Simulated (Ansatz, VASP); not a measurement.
# Mo: VASP beside Ansatz

```xyz
1
Lattice="-1.5800 1.5800 1.5800 1.5800 -1.5800 1.5800 1.5800 1.5800 -1.5800" Properties=species:S:1:pos:R:3 pbc="T T T"
Mo    0.0000    0.0000    0.0000
```

Alike in both runs: task relaxation of cell and atoms; functional PBE; k mesh 16 × 16 × 16; occupations fermi-dirac, width 0.15 eV; no spin polarisation.

```csv
,VASP,Ansatz
version,VASP 6.6.1,Ansatz 0.2.0
potentials or method,"VASP PAW PBE potentials, release 64 (Mo_sv), cutoff 600 eV","scalar-relativistic, plane waves, PAW"
valence electrons in the cell,14,14
```

VASP gave:

- gap on the k mesh at the Fermi level, each at its own relaxed structure (eV): none
- relaxed volume (Å³/atom): 15.82
- relaxed cell length with the largest relative difference (Å): 2.739

**Question.** Which values does Ansatz return?

**Answer.** gap on the k mesh at the Fermi level, each at its own relaxed structure (eV): none; relaxed volume (Å³/atom): 15.79; relaxed cell length with the largest relative difference (Å): 2.738.

A gap of «none» marks a metal or a gap that the smearing closes.
